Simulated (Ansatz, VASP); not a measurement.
# One calculation of CO2, two programs

```
C O
1.0
    10.90000    0.00000    0.00000
     0.00000    9.20000    0.00000
     0.00000    0.00000   10.70000
C O
1 2
Direct
  0.50000 0.49978 0.50000
  0.58913 0.50022 0.43919
  0.41087 0.50022 0.56081
```

Alike in both runs: task single point; functional PBE; dispersion D3(BJ); k mesh 1 × 1 × 1; occupations gaussian, width 0.01 eV; no spin polarisation.

|  | VASP | Ansatz |
| --- | --- | --- |
| version | VASP 6.6.1 | Ansatz 0.2.0 |
| potentials or method | VASP PAW PBE potentials, release 64 (C_h, O_h), cutoff 1000 eV | scalar-relativistic, plane waves, PAW |
| valence electrons in the cell | 16 | 16 |

```tsv
	VASP	Ansatz	Ansatz less VASP
gap on the k mesh at the Fermi level (eV)	7.99	7.99	-0.002
rms of the force components (eV/Å)	0.071	0.066	-0.0047
```

Atom by atom the forces differ by 0.005 eV/Å (rms over components).
